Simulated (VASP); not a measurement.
Set up this calculation in VASP 6.6.1, as the native input.

```yaml
Task: single point
Functional: revPBE
Dispersion: D3(BJ)
Potentials_or_basis: VASP PAW PBE potentials, release 64 (Te, Mo_sv)
Cutoff: 520 eV
k_mesh: 9 × 9 × 2
Occupations: fermi-dirac, width 0.05 eV
Spin: no spin polarisation
Dipole_correction: no
Further_INCAR_settings: ALGO = Normal; EDIFF = 1e-07; NBANDS = 35
```

The structure of Te2Mo lies in POSCAR:

```
Te2Mo
1.0
    3.4619243030      0.0000000000      0.0000000000
   -1.7309621515      2.9981143924      0.0000000000
    0.0000000000      0.0000000000     13.3986993833
Te Mo
4 2
Direct
    0.6666666667      0.3333333333      0.3861446841
    0.3333333333      0.6666666667      0.8861446841
    0.6666666667      0.3333333333      0.1138553159
    0.3333333333      0.6666666667      0.6138553159
    0.6666666667      0.3333333333      0.7500000000
    0.3333333333      0.6666666667      0.2500000000
```

One way to write it, as run:

INCAR

```
SYSTEM = Te2Mo
ALGO = Normal
EDIFF = 1E-7
ENCUT = 520
GGA = RE
ISIF = 2
ISMEAR = -1
IVDW = 12
LASPH = .True.
LCHARG = .False.
LREAL = .False.
LWAVE = .False.
NBANDS = 35
NELM = 80
PREC = Accurate
SIGMA = 0.05
```

KPOINTS

```
k-points
0
Gamma
  9 9 2
  0 0 0
```

Potentials or basis: VASP PAW PBE potentials, release 64 (Te, Mo_sv).

Command:

```bash
$ cat potpaw_PBE.64/Te/POTCAR potpaw_PBE.64/Mo_sv/POTCAR > POTCAR
$ mpirun -np 1 vasp_std > vasp.out
```

It gave:

| Quantity | Value |
| --- | --- |
| Pressure | 0.0 GPa |
| Largest force | 0.011 eV/Å |
| Band gap on the k mesh | 0.50 eV, indirect (least direct gap 0.84 eV) |
| Dispersion energy per atom | -1.088 eV |

Caveat: the PAW data sets were made with another functional, which shifts forces and pressure a little; spin-orbit coupling is left out, which moves the levels of the heavy elements.

Run time: 2.5 min on 1 thread of Intel(R) Xeon(R) Platinum 8259CL CPU @ 2.50GHz (Skylake/Cascade Lake), with other jobs on the host, peak memory 0.31 GiB.
